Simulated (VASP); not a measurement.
Write the native input for VASP 6.6.1 that does the following.

| Item | Value |
| --- | --- |
| Task | single point |
| Functional | PBE |
| Potentials or basis | VASP PAW PBE potentials, release 64 (W_sv, Cl) |
| Cutoff | 520 eV |
| k mesh | 8 × 8 × 8 |
| Occupations | gaussian, width 0.1 eV |
| Spin | no spin polarisation |
| Dipole correction | no |
| Further INCAR settings | ALGO = Normal; EDIFF = 1e-07; NBANDS = 44 |

The structure of W2Cl lies in POSCAR:

```
W2Cl
1.0
    0.0000000000      3.8325589927      3.8325589927
    3.8325589927      0.0000000000      3.8325589927
    3.8325589927      3.8325589927      0.0000000000
W Cl
4 2
Direct
    0.1250000000      0.1250000000      0.1250000000
    0.6250000000      0.1250000000      0.1250000000
    0.1250000000      0.1250000000      0.6250000000
    0.1250000000      0.6250000000      0.1250000000
    0.5000000000      0.5000000000      0.5000000000
    0.7500000000      0.7500000000      0.7500000000
```

These files were run (other wordings do the same):

INCAR

```
SYSTEM = W2Cl
  ALGO = Normal
  EDIFF = 1E-7
  ENCUT = 520
  GGA = PE
  ISIF = 2
  ISMEAR = 0
  LASPH = .TRUE.
  LCHARG = .FALSE.
  LREAL = .FALSE.
  LWAVE = .FALSE.
  NBANDS = 44
  NELM = 100
  PREC = Accurate
  SIGMA = 0.1
```

KPOINTS

```
k-points
0
G
  8 8 8
  0 0 0
```

Potentials or basis: VASP PAW PBE potentials, release 64 (W_sv, Cl).

Command:

```bash
$ cat potpaw_PBE.64/W_sv/POTCAR potpaw_PBE.64/Cl/POTCAR > POTCAR
$ mpirun -np 1 vasp_std > vasp.out
```

It gave:

```json
{
 "Pressure": "0.3 GPa",
 "Band gap on the k mesh": "zero (bands 35 and 36 overlap by 2.42 eV)"
}
```

Caveat: spin-orbit coupling is left out, which moves the levels of the heavy elements.

It took 68 s on 1 thread of Intel(R) Xeon(R) 6975P-C (Granite Rapids) (shared host), peak memory 0.29 GiB.
